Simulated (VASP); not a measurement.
## Pt: single point with LDA

The system is Pt.

```
Pt
1.0
     0.00000    1.92028    2.24097
     1.92028    0.00000    2.24097
     1.92028    1.92028    0.00000
Pt
1
Direct
  0.00000 0.00000 0.00000
```

| Quantity | Value |
| --- | --- |
| Program | VASP 6.6.1 |
| Task | single point |
| Functional | LDA |
| Potentials or basis | VASP PAW LDA potentials, release 64 (Pt) |
| Cutoff | 520 eV |
| k mesh | 22 × 22 × 22 |
| Occupations | gaussian, width 0.15 eV |
| Spin | no spin polarisation |

The pressure is -22.3 GPa and the band gap on the k mesh is zero (bands 5 and 6 overlap by 2.57 eV).

Stress tensor (GPa, compression positive):
```
-17.49   0.00   0.00
  0.00 -17.49   0.00
  0.00   0.00 -31.83
```

Levels at points of the mesh, in eV from the Fermi level:
```
           k point  band 3  band 4  band 5  band 6  band 7  band 8
(0.00, 0.00, 0.00)   -2.52   -2.52   -2.42   -0.43   15.27   17.29
(0.50, 0.00, 0.00)   -2.48   -0.18    0.03    0.33    5.44   13.55
(0.50, 0.50, 0.00)    0.28    0.39    0.39    0.42    5.68   13.01
(0.50, 0.00, 0.50)   -0.31   -0.17    1.25    3.02    9.41   10.19
```

Run time: 2.7 min on 1 thread of Intel Xeon 8259CL, with other jobs on the host, peak memory 0.25 GiB.

Caveat: the stress differs along the axes, from -32 to -17 GPa; spin-orbit coupling is left out, which moves the levels of the heavy elements.
